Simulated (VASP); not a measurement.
# Ir (I4/mmm) in VASP: a series of runs, part 2 of 2

VASP 6.6.1. The steps go on from the part before.

### Step 4. Single point, PBEsol (strain +0.015 along x and y, -0.030 along z)

Contents of INCAR:

```
  PREC = Accurate
  ENCUT = 520
  EDIFF = 1E-6
  ISMEAR = 0
  SIGMA = 0.15
  LREAL = F
  LASPH = T
  NELM = 60
  ALGO = Normal
  ISIF = 2
  LWAVE = F
  LCHARG = F
  GGA = PS
  NBANDS = 10
```

Contents of KPOINTS:

```
regular mesh
0
Gamma
  22 22 22
```

Contents of POSCAR:

```
Ir
1.0
    0.0000000000      1.9484955000      1.8621090000
    1.9484955000      0.0000000000      1.8621090000
    1.9484955000      1.9484955000      0.0000000000
Ir
1
Direct
    0.0000000000      0.0000000000      0.0000000000
```

Potentials or basis: VASP PAW PBE potentials, release 64 (Ir).

Command:

```sh
cat potpaw_PBE.64/Ir/POTCAR > POTCAR
mpirun -np 1 vasp_std > vasp.out
```

OUTCAR:

```text
PREC = Accurate
   ENCUT = 520
   EDIFF = 1E-6
   ISMEAR = 0
   LREAL = F
   LASPH = T
   NELM = 60
   ISIF = 2
   GGA = PS

 ion  position               nearest neighbor table
   1  0.000  0.000  0.000-

  LATTYP: Found a body centered tetragonal cell.
 ALAT       =     2.7555887623
 C/A-ratio  =     1.3515144389

  Lattice vectors:

 A1 = (   0.0000000000,  -1.9484955000,  -1.8621090000)
 A2 = (   0.0000000000,   1.9484955000,  -1.8621090000)
 A3 = (   1.9484955000,   0.0000000000,   1.8621090000)

[... 480 lines left out ...]
      1       2.1909      2.00000
      2       6.0167      2.00000
      3       6.5013      2.00000
      4       8.9192      2.00000
      5      11.1851      0.00000
      6      11.4150      0.00000
      7      17.7110      0.00000
      8      24.2952      0.00000
      9      29.8410      0.00000
     10      30.2295      0.00000

 [... further k-points ...]
[... 5 lines left out ...]
  --------------------------------------------------------------------------------------
  -------------------------------------------------------------------------------------
  Total       -0.5673898     -0.5673898      0.8902096      0.0000000     -0.0000000      0.0000000
  in kB      -64.2921879    -64.2921879    100.8716112      0.0000000     -0.0000000      0.0000000
  external PRESSURE =      -9.2375882 kB  Pullay stress =       0.0000000 kB

 VOLUME and BASIS-vectors are now :
 -----------------------------------------------------------------------------
  energy-cutoff  :      520.00
  volume of cell :       14.14
      direct lattice vectors                 reciprocal lattice vectors
     0.000000000  1.948495500  1.862109000    -0.256608240  0.256608240  0.268512745
     1.948495500  0.000000000  1.862109000     0.256608240 -0.256608240  0.268512745
     1.948495500  1.948495500  0.000000000     0.256608240  0.256608240 -0.268512745

 POSITION                                       TOTAL-FORCE (eV/Angst)
 -----------------------------------------------------------------------------------
      0.00000      0.00000      0.00000         0.000000      0.000000      0.000000
 -----------------------------------------------------------------------------------
    total drift:                                0.000000      0.000000     -0.000000

  FREE ENERGIE OF THE ION-ELECTRON SYSTEM (eV)
  ---------------------------------------------------
  free  energy   TOTEN  =        -9.7994858668 eV

  energy  without entropy=       -9.7875111117  energy(sigma->0) =       -9.79349849
```

stdout:

```text
POSCAR found type information on POSCAR Ir
 POSCAR found :  1 types and       1 ions
 scaLAPACK will be used
 -----------------------------------------------------------------------------
|                                                                             |
|                                                                             |
|     You enforced a specific xc type in the INCAR file but a different       |
|     I HOPE YOU KNOW WHAT YOU ARE DOING!                                     |
|                                                                             |
 -----------------------------------------------------------------------------

 LDA part: xc-table for (Slater+PW92), standard interpolation
 POSCAR, INCAR and KPOINTS ok, starting setup
 FFT: planning ... GRIDC
 FFT: planning ... GRID_SOFT
 FFT: planning ... GRID
 WAVECAR not read
 entering main loop
```

Wall time 33 s (1 thread of Intel Xeon 6975P-C (Granite Rapids), shared host); peak memory 0.23 GiB.

Results:

- Free energy: -9.7995 eV
- Pressure: -0.9 GPa

Caveat: the cell differs from its parent crystal (strain +0.015 along x and y, -0.030 along z); the PAW data sets were made with another functional, which shifts forces and pressure a little; spin-orbit coupling is left out, which moves the levels of the heavy elements.

### Step 5. Single point, PBEsol (strain +0.015 along x and y, -0.015 along z)

Contents of INCAR:

```
PREC = Accurate
ENCUT = 520
EDIFF = 1E-6
ISMEAR = 0
SIGMA = 0.15
LREAL = F
LASPH = T
NELM = 80
ALGO = Fast
ISIF = 2
LWAVE = F
LCHARG = F
GGA = PS
NBANDS = 10
```

KPOINTS is that of step 4.

Contents of POSCAR:

```
Ir
1.0
    0.0000000000      1.9484955000      1.8909045000
    1.9484955000      0.0000000000      1.8909045000
    1.9484955000      1.9484955000      0.0000000000
Ir
1
Direct
    0.0000000000      0.0000000000      0.0000000000
```

Command:

```sh
cat potpaw_PBE.64/Ir/POTCAR > POTCAR
mpirun -np 1 vasp_std > vasp.out
```

It took 48 s on 1 thread of Intel Xeon 6975P-C (Granite Rapids), shared host; peak memory 0.23 GiB.

It converged, with:

```yaml
Free_energy: -9.8065 eV
Pressure: -7.0 GPa
```

Stress tensor (GPa, compression positive):
```
-10.47   0.00   0.00
  0.00 -10.47   0.00
  0.00   0.00   0.08
```

Levels at points of the mesh, in eV from the Fermi level:
```
           k point  band 1  band 2  band 3  band 4  band 5  band 6  band 7  band 8  band 9
(0.00, 0.00, 0.00)  -11.00   -3.90   -3.90   -3.53   -1.39   -0.89   14.39   19.55   19.55
(0.50, 0.00, 0.00)   -7.96   -4.08   -3.67   -0.75    0.79    1.02    7.11   13.88   19.40
(0.50, 0.50, 0.00)   -7.71   -7.20    0.86    1.49    1.49    2.11   10.83   11.26   11.26
(0.50, 0.00, 0.50)   -7.76   -7.16    0.89    1.27    1.47    1.64   10.03   11.65   11.98
```

Caveat: the cell differs from its parent crystal (strain +0.015 along x and y, -0.015 along z); the PAW data sets were made with another functional, which shifts forces and pressure a little; spin-orbit coupling is left out, which moves the levels of the heavy elements.

### Step 6. Overview

```csv
cell,gap on the mesh (eV),pressure (GPa)
"a = 2.715, b = 2.715, c = 2.674 Å, angles 60.5, 60.5, 59.0°, 1 atom",none,4.7
"a = 2.736, b = 2.736, c = 2.674 Å, angles 60.7, 60.7, 58.5°, 1 atom",none,-0.9
"a = 2.695, b = 2.695, c = 2.756 Å, angles 59.3, 59.3, 61.5°, 1 atom",none,-0.9
"a = 2.715, b = 2.715, c = 2.756 Å, angles 59.5, 59.5, 61.0°, 1 atom",none,-7.0
```

Alike in all rows: task single point; level PBEsol; potentials or basis VASP PAW PBE potentials, release 64 (Ir); no spin polarisation; k mesh 22 × 22 × 22; cutoff (eV) 520; smearing gaussian 0.15 eV.

Caveats: the PAW data sets were made with another functional, which shifts forces and pressure a little; spin-orbit coupling is left out, which moves the levels of the heavy elements.

Absolute energies hang on the potentials; compare differences alone.
